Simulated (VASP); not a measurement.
Here is a VASP 6.6.1 calculation.

Contents of INCAR:

```
SYSTEM = BaS
ALGO = Normal
EDIFF = 1E-6
ENCUT = 520
GGA = PE
ISIF = 2
ISMEAR = 0
LASPH = .True.
LCHARG = .True.
LELF = .True.
LREAL = .False.
LVHAR = .True.
LWAVE = .False.
NBANDS = 15
NELM = 100
PREC = Accurate
SIGMA = 0.01
```

Contents of KPOINTS:

```
k-points
0
Gamma
  6 6 6
  0 0 0
```

POSCAR

```
BaS
1.0
    0.0000000000      3.2117958744      3.2117958744
    3.2117958744      0.0000000000      3.2117958744
    3.2117958744      3.2117958744      0.0000000000
Ba S
1 1
Direct
    0.0000000000      0.0000000000      0.0000000000
    0.5000000000      0.5000000000      0.5000000000
```

Potentials or basis: VASP PAW PBE potentials, release 64 (Ba_sv, S).

Command:

```bash
$ cat potpaw_PBE.64/Ba_sv/POTCAR potpaw_PBE.64/S/POTCAR > POTCAR
$ mpirun -np 1 vasp_std > vasp.out
```

Question: Predict the pressure.

Answer: 0.7 GPa.

Question: What does it give for the band gap on the k mesh?

Answer: 2.13 eV, indirect (least direct gap 2.28 eV).

Caveat: spin-orbit coupling is left out, which moves the levels of the heavy elements. A k mesh can miss the band edges.
